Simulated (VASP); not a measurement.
# Ir (Fm-3m) in VASP: notebook

Runs on Ir. Level: PBEsol. Tasks: single point.

Everything below comes from runs of VASP 6.6.1. Logs are shortened: lines on timing, memory, paths and dates and some standing lists are left out, and cuts for length are marked.

## 1. The cell of the first run

Symmetry: Fm-3m, No. 225, cubic system. Conventional cell: a = 3.830 Å, b = 3.830 Å, c = 3.830 Å, α = 90.00°, β = 90.00°, γ = 90.00°. Within 3.6 Å of Ir (site symmetry m-3m) lie 12 Ir at 2.71 Å.

## 2. Single point, PBEsol

INCAR

```
PREC     = Accurate       # precision mode
ENCUT    = 520            # plane-wave cutoff, eV
EDIFF    = 1E-7           # SCF threshold, eV
ISMEAR   = 0              # smearing method
SIGMA    = 0.05           # smearing width, eV
LREAL    = False          # projectors in reciprocal space
LASPH    = True           # aspherical terms in the spheres
NELM     = 60             # most SCF steps
ALGO     = Normal         # electronic algorithm
ISIF     = 2              # what is computed and relaxed
LWAVE    = False          # write WAVECAR
LCHARG   = False          # write CHGCAR
GGA      = PS             # functional
NBANDS   = 10             # bands
```

KPOINTS

```
regular mesh
0
Gamma
  18 18 18
```

POSCAR

```
Ir
1.0
    0.0000000000      1.9150774022      1.9150774022
    1.9150774022      0.0000000000      1.9150774022
    1.9150774022      1.9150774022      0.0000000000
Ir
1
Direct
    0.0000000000      0.0000000000      0.0000000000
```

Potentials or basis: VASP PAW PBE potentials, release 64 (Ir).

Started as:

```bash
$ cat potpaw_PBE.64/Ir/POTCAR > POTCAR
$ mpirun -np 1 vasp_std > vasp.out
```

OUTCAR:

```text
PREC = Accurate
   ENCUT = 520
   EDIFF = 1E-7
   ISMEAR = 0
   LREAL = False
   LASPH = True
   NELM = 60
   ISIF = 2
   GGA = PS

 ion  position               nearest neighbor table
   1  0.000  0.000  0.000-

  LATTYP: Found a face centered cubic cell.
 ALAT       =     3.8301548044

  Lattice vectors:

 A1 = (   0.0000000000,   1.9150774022,   1.9150774022)
 A2 = (   1.9150774022,   0.0000000000,   1.9150774022)
 A3 = (   1.9150774022,   1.9150774022,   0.0000000000)

Analysis of symmetry for initial positions (statically):
=====================================================================
 Subroutine PRICEL returns:
 Original cell was already a primitive cell.

 Routine SETGRP: Setting up the symmetry group for a
 face centered cubic supercell.

 Subroutine GETGRP returns: Found 48 space group operations
[... 9 lines left out ...]

 Routine SETGRP: Setting up the symmetry group for a
 face centered cubic supercell.

 Subroutine GETGRP returns: Found 48 space group operations
[... 11 lines left out ...]
                                     Primitive cell

  volume of cell :      14.0472

  direct lattice vectors                    reciprocal lattice vectors
     0.000000000  1.915077402  1.915077402    -0.261086053  0.261086053  0.261086053
     1.915077402  0.000000000  1.915077402     0.261086053 -0.261086053  0.261086053
     1.915077402  1.915077402  0.000000000     0.261086053  0.261086053 -0.261086053

  length of vectors
     2.708328435  2.708328435  2.708328435     0.452214309  0.452214309  0.452214309

  position of ions in fractional coordinates (direct lattice)
     0.000000000  0.000000000  0.000000000

  ion indices of the primitive-cell ions
   primitive index   ion index
                 1           1

----------------------------------------------------------------------------------------

 KPOINTS: regular mesh

Automatic generation of k-mesh.
 Grid dimensions read from file:
 generate k-points for:   18   18   18

 Generating k-lattice:

  Cartesian coordinates                     Fractional coordinates (reciprocal lattice)
    -0.014504781  0.014504781  0.014504781     0.055555556  0.000000000  0.000000000
     0.014504781 -0.014504781  0.014504781     0.000000000  0.055555556  0.000000000
     0.014504781  0.014504781 -0.014504781     0.000000000  0.000000000  0.055555556

  Length of vectors
     0.025123017  0.025123017  0.025123017

  Shift w.r.t. Gamma in fractional coordinates (k-lattice)
     0.000000000  0.000000000  0.000000000

 Subroutine IBZKPT returns following result:
 ===========================================

 Found    195 irreducible k-points:

 Following reciprocal coordinates:
            Coordinates               Weight
  0.000000  0.000000  0.000000      1.000000
  0.055556  0.000000  0.000000      8.000000
  0.111111  0.000000  0.000000      8.000000
  0.166667  0.000000  0.000000      8.000000
  0.222222  0.000000  0.000000      8.000000
  0.277778  0.000000  0.000000      8.000000
[... 16 lines left out ...]
 -0.277778  0.055556  0.000000     24.000000
 -0.222222  0.055556  0.000000     24.000000
 [... further k-points ...]
   k-points           NKPTS =    195   k-points in BZ     NKDIM =    195   number of bands    NBANDS=     10
   number of dos      NEDOS =    301   number of ions     NIONS =      1
   total plane-waves  NPLWV =   8000
   dimension x,y,z NGX =    20 NGY =   20 NGZ =   20
   dimension x,y,z NGXF=    40 NGYF=   40 NGZF=   40
   ions per type =               1
   NGX,Y,Z   is equivalent  to a cutoff of  12.28, 12.28, 12.28 a.u.
   NGXF,Y,Z  is equivalent  to a cutoff of  24.55, 24.55, 24.55 a.u.
 SYSTEM =  unknown system
   PREC   = accura    normal or accurate (medium, high low for compatibility)
   ISTART =      0    job   : 0-new  1-cont  2-samecut
   ICHARG =      2    charge: 1-file 2-atom 10-const
   ISPIN  =      1    spin polarized calculation?
   LNONCOLLINEAR =      F non collinear calculations
   LSORBIT =      F    spin-orbit coupling
   LASPH  =      T    aspherical Exc in radial PAW
   ENCUT  =  520.0 eV  38.22 Ry    6.18 a.u.   5.04  5.04  5.04*2*pi/ulx,y,z
   NELM   =     60;   NELMIN=  2; NELMDL= -5     # of ELM steps
   EDIFF  = 0.1E-06   stopping-criterion for ELM
   LREAL  =      F    real-space projection
   EDIFFG = 0.1E-05   stopping-criterion for IOM
   NSW    =      0    number of steps for IOM
   IBRION =     -1    ionic relax: 0-MD 1-quasi-New 2-CG
   NFREE  =      0    steps in history (QN), initial steepest desc. (CG)
   ISIF   =      2    stress and relaxation
   ISYM   =      2    0-nonsym 1-usesym 2-fastsym
   POTIM  = 0.5000    time-step for ionic-motion
   TEBEG  =    0.0;   TEEND  =   0.0 temperature during run
   PSTRESS=    0.0 pullay stress
   NELECT =       9.0000    total number of electrons
   NUPDOWN=      -1.0000    fix difference up-down
   EMIN   =  10.00;   EMAX   =-10.00  energy-range for DOS
   EFERMI =   0.00;   METHOD = LEGACY
   ISMEAR =     0;   SIGMA  =   0.05  broadening in eV -4-tet -1-fermi 0-gaus
   EFERMI_NEDOS =   21; number of points for ismear=-14 and -15
   IALGO  =     38    algorithm
   IMIX   =      4    mixing-type and parameters
     AMIX     =   0.40;   BMIX     =  1.00
     AMIX_MAG =   1.60;   BMIX_MAG =  1.00
  volume/ion in A,a.u.               =      14.05        94.80
  Fermi-wavevector in a.u.,A,eV,Ry     =   1.411322  2.667011 27.100476  1.991829
  Thomas-Fermi vector in A             =   2.533185
   LORBIT       =      0    0 simple, 1 ext, 2 COOP (PROOUT), +10 PAW based schemes
   GGA     = PS    functional components
   LHFCALC =     F    Hartree Fock is set to
   AEXX    =    0.0000 exact exchange contribution
   IVDW    =     0    specifies the selected vdW correction
   LEPSILON=     F    determine dielectric tensor
   LRPA    =     F    only Hartree local field effects (RPA)
 non-spin polarized calculation
 Gauss-broadening in eV      SIGMA  =   0.05
  energy-cutoff  :      520.00
  volume of cell :       14.05
 maximum number of plane-waves:       388
   NGX =  9   NGY =  9   NGZ =  9

 number of electron       9.0000000 magnetization

 Free energy of the ion-electron system (eV)
  ---------------------------------------------------
  ext. energy  EPLUGINS =         0.00000000
  ---------------------------------------------------
  free energy    TOTEN  =        -9.82134032 eV

  energy without entropy =       -9.81998835  energy(sigma->0) =       -9.82066434

 E-fermi :  10.4084     XC(G=0): -14.1432

 val. band max:       10.4000896536   @ k =   0.5000   0.2222   0.1111
 cond. band min:      10.4169239381   @ k =   0.3333   0.1111   0.0556
 fundamental gap:      0.0168342845
 Fermi energy:        10.4084462546

 k-point     1 :       0.0000    0.0000    0.0000
  band No.  band energies     occupation
      1      -0.8980      2.00000
      2       6.4239      2.00000
      3       6.4239      2.00000
      4       6.4239      2.00000
      5       9.1707      2.00000
      6       9.1707      2.00000
      7      24.6741      0.00000
      8      30.2908      0.00000
      9      30.2908      0.00000
     10      30.2908      0.00000

 k-point     2 :       0.0556    0.0000    0.0000
  band No.  band energies     occupation
      1      -0.7592      2.00000
      2       6.3485      2.00000
      3       6.4847      2.00000
      4       6.4847      2.00000
      5       9.1307      2.00000
      6       9.1307      2.00000
      7      24.9159      0.00000
      8      29.5374      0.00000
      9      30.5200      0.00000
     10      30.5200      0.00000

 k-point     3 :       0.1111    0.0000    0.0000
  band No.  band energies     occupation
      1      -0.3573      2.00000
      2       6.1552      2.00000
      3       6.6442      2.00000
      4       6.6442      2.00000
      5       9.0431      2.00000
      6       9.0431      2.00000
      7      25.5801      0.00000
      8      28.0720      0.00000
      9      31.1865      0.00000
     10      31.1865      0.00000

 k-point     4 :       0.1667    0.0000    0.0000
  band No.  band energies     occupation
      1       0.2585      2.00000
      2       5.9361      2.00000
      3       6.8238      2.00000
      4       6.8238      2.00000
      5       9.0083      2.00000
      6       9.0083      2.00000
      7      26.2647      0.00000
      8      26.7223      0.00000
      9      32.2272      0.00000
     10      32.2272      0.00000

 k-point     5 :       0.2222    0.0000    0.0000
  band No.  band energies     occupation
      1       0.9822      2.00000
      2       5.8393      2.00000
      3       6.8998      2.00000
      4       6.8998      2.00000
      5       9.1695      2.00000
      6       9.1695      2.00000
      7      24.9174      0.00000
      8      27.1846      0.00000
      9      33.5164      0.00000
     10      33.5164      0.00000

 k-point     6 :       0.2778    0.0000    0.0000
  band No.  band energies     occupation
      1       1.6275      2.00000
      2       6.0704      2.00000
      3       6.8187      2.00000
      4       6.8187      2.00000
      5       9.5816      2.00000
      6       9.5816      2.00000
      7      23.3597      0.00000
      8      26.8913      0.00000
      9      34.3735      0.00000
     10      34.3755      0.00000

 k-point     7 :       0.3333    0.0000    0.0000
  band No.  band energies     occupation
      1       2.0111      2.00000
      2       6.6514      2.00000
      3       6.6514      2.00000
      4       6.7920      2.00000
      5      10.1454      2.00000
      6      10.1454      2.00000
      7      21.6640      0.00000
      8      25.8829      0.00000
      9      33.0289      0.00000
     10      33.0289      0.00000

 k-point     8 :       0.3889    0.0000    0.0000
  band No.  band energies     occupation
      1       2.1420      2.00000
      2       6.4832      2.00000
      3       6.4832      2.00000
      4       7.9027      2.00000
      5      10.7105      0.00000
      6      10.7105      0.00000
      7      19.8711      0.00000
      8      24.9525      0.00000
      9      31.5430      0.00000
     10      31.5430      0.00000

 k-point     9 :       0.4444    0.0000    0.0000
  band No.  band energies     occupation
      1       2.1564      2.00000
      2       6.3658      2.00000
      3       6.3658      2.00000
      4       9.0199      2.00000
      5      11.1305      0.00000
      6      11.1305      0.00000
      7      18.3280      0.00000
      8      24.3880      0.00000
      9      30.5435      0.00000
     10      30.5435      0.00000
[... 118 lines left out ...]
 k-point    19 :       0.5000    0.0556    0.0000
  band No.  band energies     occupation
      1       2.2682      2.00000
      2       6.2124      2.00000
      3       6.4328      2.00000
      4       8.9376      2.00000
      5      11.2961      0.00000
      6      11.8454      0.00000
      7      17.6860      0.00000
      8      24.4592      0.00000
      9      30.0397      0.00000
     10      30.0484      0.00000

 k-point    20 :      -0.4444    0.0556    0.0000
  band No.  band energies     occupation
      1       2.2719      2.00000
      2       6.2418      2.00000
      3       6.4318      2.00000
      4       8.8237      2.00000
      5      11.0874      0.00000
      6      11.8712      0.00000
      7      17.9300      0.00000
      8      24.5182      0.00000
      9      29.8239      0.00000
     10      30.4993      0.00000

 k-point    21 :      -0.3889    0.0556    0.0000
  band No.  band energies     occupation
      1       2.2740      2.00000
      2       6.3548      2.00000
      3       6.5139      2.00000
      4       7.9853      2.00000
      5      10.6145      0.00000
      6      11.4754      0.00000
      7      19.3043      0.00000
      8      24.9299      0.00000
      9      30.2463      0.00000
     10      31.5986      0.00000

 k-point    22 :      -0.3333    0.0556    0.0000
  band No.  band energies     occupation
      1       2.2004      2.00000
      2       6.5225      2.00000
      3       6.6657      2.00000
      4       6.9280      2.00000
      5       9.9924      2.00000
      6      10.9076      0.00000
      7      21.1182      0.00000
      8      25.7068      0.00000
      9      31.1539      0.00000
     10      33.2356      0.00000

 k-point    23 :      -0.2778    0.0556    0.0000
  band No.  band energies     occupation
      1       1.9124      2.00000
      2       6.0886      2.00000
      3       6.7397      2.00000
      4       6.8498      2.00000
      5       9.3594      2.00000
      6      10.2899      1.99920
      7      22.9141      0.00000
      8      26.7270      0.00000
      9      32.2124      0.00000
     10      34.2123      0.00000

 k-point    24 :      -0.2222    0.0556    0.0000
  band No.  band energies     occupation
      1       1.3351      2.00000
      2       5.7438      2.00000
      3       6.8889      2.00000
      4       6.9827      2.00000
      5       8.8694      2.00000
      6       9.7433      2.00000
      7      24.5313      0.00000
      8      27.3628      0.00000
      9      32.4833      0.00000
     10      33.7070      0.00000

 [... further k-points ...]
[... 5 lines left out ...]
  --------------------------------------------------------------------------------------
  -------------------------------------------------------------------------------------
  Total        0.0862023      0.0862023      0.0862023      0.0000000     -0.0000000      0.0000000
  in kB        9.8319678      9.8319678      9.8319678      0.0000000     -0.0000000      0.0000000
  external PRESSURE =       9.8319678 kB  Pullay stress =       0.0000000 kB

 VOLUME and BASIS-vectors are now :
 -----------------------------------------------------------------------------
  energy-cutoff  :      520.00
  volume of cell :       14.05
      direct lattice vectors                 reciprocal lattice vectors
     0.000000000  1.915077402  1.915077402    -0.261086053  0.261086053  0.261086053
     1.915077402  0.000000000  1.915077402     0.261086053 -0.261086053  0.261086053
     1.915077402  1.915077402  0.000000000     0.261086053  0.261086053 -0.261086053

 POSITION                                       TOTAL-FORCE (eV/Angst)
 -----------------------------------------------------------------------------------
      0.00000      0.00000      0.00000         0.000000      0.000000     -0.000000
 -----------------------------------------------------------------------------------
    total drift:                                0.000000     -0.000000     -0.000000

  FREE ENERGIE OF THE ION-ELECTRON SYSTEM (eV)
  ---------------------------------------------------
  free  energy   TOTEN  =        -9.8213403235 eV

  energy  without entropy=       -9.8199883534  energy(sigma->0) =       -9.82066434
```

Run time: 9.6 s. Hardware: 1 thread of Intel Xeon 6975P-C (Granite Rapids), shared host; peak memory 0.14 GiB.

What came out:

```yaml
Free_energy: -9.8213 eV
Pressure: 1.0 GPa
```

Levels at points of the mesh, in eV from the Fermi level:
| k point | band 1 | band 2 | band 3 | band 4 | band 5 | band 6 | band 7 | band 8 | band 9 |
| --- | --- | --- | --- | --- | --- | --- | --- | --- | --- |
| (0.00, 0.00, 0.00) | -11.31 | -3.98 | -3.98 | -3.98 | -1.24 | -1.24 | 14.27 | 19.88 | 19.88 |
| (0.50, 0.00, 0.00) | -8.26 | -4.08 | -4.08 | -0.88 | 0.88 | 0.88 | 7.26 | 13.80 | 19.78 |
| (0.50, 0.50, 0.00) | -8.06 | -7.48 | 0.86 | 1.46 | 1.46 | 1.61 | 10.52 | 11.66 | 11.66 |

Caveat: the PAW data sets were made with another functional, which shifts forces and pressure a little; spin-orbit coupling is left out, which moves the levels of the heavy elements.

## 3. Single point, PBEsol

INCAR

```
PREC     = Accurate       # precision mode
ENCUT    = 500            # plane-wave cutoff, eV
EDIFF    = 1E-6           # SCF threshold, eV
ISMEAR   = 0              # smearing method
SIGMA    = 0.05           # smearing width, eV
LREAL    = False          # projectors in reciprocal space
LASPH    = True           # aspherical terms in the spheres
NELM     = 120            # most SCF steps
ALGO     = Normal         # electronic algorithm
ISIF     = 2              # what is computed and relaxed
LWAVE    = False          # write WAVECAR
LCHARG   = False          # write CHGCAR
GGA      = PS             # functional
NBANDS   = 14             # bands
GGA_COMPAT= False
```

KPOINTS is that of step 2.

POSCAR is that of step 2.

Potentials or basis: VASP PAW PBE potentials, release 64 (Ir_sv_GW).

Started as:

```bash
$ cat potpaw_PBE.64/Ir_sv_GW/POTCAR > POTCAR
$ mpirun -np 1 vasp_std > vasp.out
```

Wall time 31 s (1 thread of AMD EPYC 7R13 (Zen 3), shared host); peak memory 0.13 GiB.

Results (log left out):

- Free energy: -10.3968 eV
- Pressure: -3.3 GPa

Levels at points of the mesh, in eV from the Fermi level:
```tsv
k point	band 6	band 7	band 8	band 9	band 10	band 11
(0.00, 0.00, 0.00)	-3.98	-3.98	-3.98	-1.23	-1.23	13.53
(0.50, 0.00, 0.00)	-4.08	-4.08	-0.86	0.89	0.89	7.29
(0.50, 0.50, 0.00)	-7.47	0.87	1.47	1.47	1.61	10.56
```

Caveat: the PAW data sets were made with another functional, which shifts forces and pressure a little; spin-orbit coupling is left out, which moves the levels of the heavy elements.
